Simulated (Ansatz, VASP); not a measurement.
SnSe: VASP beside Ansatz

The input INCAR:

```
PREC     = Accurate       # precision mode
ENCUT    = 520            # plane-wave cutoff, eV
EDIFF    = 1E-6           # SCF threshold, eV
ISMEAR   = 0              # smearing method
SIGMA    = 0.05           # smearing width, eV
LREAL    = False          # projectors in reciprocal space
LASPH    = True           # aspherical terms in the spheres
NELM     = 100            # most SCF steps
ALGO     = Normal         # electronic algorithm
ISIF     = 2              # what is computed and relaxed
LWAVE    = False          # write WAVECAR
LCHARG   = True           # write CHGCAR
LDIPOL   = True         
IDIPOL   = 3            
DIPOL    = 0.5 0.5 0.500
GGA      = PE             # functional
LELF     = True           # ELF
LVHAR    = True         
LVACPOTAV= True         
NBANDS   = 50             # bands
```

The input KPOINTS:

```
regular mesh
0
Gamma
  9 9 1
```

POSCAR

```
SnSe
1.0
    4.2862137869      0.0000000000      0.0000000000
   -2.1431068935      3.7119700255      0.0000000000
    0.0000000000      0.0000000000     27.2488761576
Se Sn
4 4
Direct
    0.3333333333      0.6666666667      0.2752407093
    0.0000000000      0.0000000000      0.4036745897
    0.6666666667      0.3333333333      0.5321084701
    0.3333333333      0.6666666667      0.6605423505
    0.6666666667      0.3333333333      0.3394576495
    0.3333333333      0.6666666667      0.4678915299
    0.0000000000      0.0000000000      0.5963254103
    0.6666666667      0.3333333333      0.7247592907
```

Input for Ansatz:

```yaml
crystal:
  lattice:
    - [4.2862137869, 0.0, 0.0]
    - [-2.1431068935, 3.7119700255, 0.0]
    - [0.0, 0.0, 27.2488761576]
  atoms:
    - { symbol: Se, position: [0.3333333333, 0.6666666667, 0.2752407093] }
    - { symbol: Sn, position: [0.6666666667, 0.3333333333, 0.3394576495] }
    - { symbol: Se, position: [0.0, 0.0, 0.4036745897] }
    - { symbol: Sn, position: [0.3333333333, 0.6666666667, 0.4678915299] }
    - { symbol: Se, position: [0.6666666667, 0.3333333333, 0.5321084701] }
    - { symbol: Sn, position: [0.0, 0.0, 0.5963254103] }
    - { symbol: Se, position: [0.3333333333, 0.6666666667, 0.6605423505] }
    - { symbol: Sn, position: [0.6666666667, 0.3333333333, 0.7247592907] }
basis:
  ecutwfc: 420
kpoints:
  mp_grid: { grid: [9, 9, 1] }
hamiltonian:
  xc: pbe
scf:
  occupations: { method: gaussian, width: 0.05 }
output:
  forces: true
  stress: true
  eigenvalues: true
  write_density: true
  write_potential: true
  elf: true
  volumetric_format: npy
efield:
  axis: 3
  dipole_correction: true
  ramp_width: 0.04
```

Alike in both runs: task single point; functional PBE; k mesh 9 × 9 × 1; occupations gaussian, width 0.05 eV; no spin polarisation.

|  | VASP | Ansatz |
| --- | --- | --- |
| version | VASP 6.6.1 | Ansatz 0.2.0 |
| potentials or method | VASP PAW PBE potentials, release 64 (Se, Sn_d), cutoff 520 eV | scalar-relativistic, plane waves, PAW |
| valence electrons in the cell | 80 | 120 |

|  | VASP | Ansatz | Ansatz less VASP |
| --- | --- | --- | --- |
| gap on the k mesh at the Fermi level (eV) | none | none | - |
| rms of the force components (eV/Å) | 0.608 | 0.609 | +0.0009 |
| work function, face that differs most (eV) | 6.02 | 6.02 | -0.003 |

A gap of «none» marks a metal or a gap that the smearing closes. VASP's potentials hold 80 valence electrons a cell and Ansatz's 120, so a difference there can come from the potentials and not from the codes. Ansatz's warnings: xc potential rough in thin density.
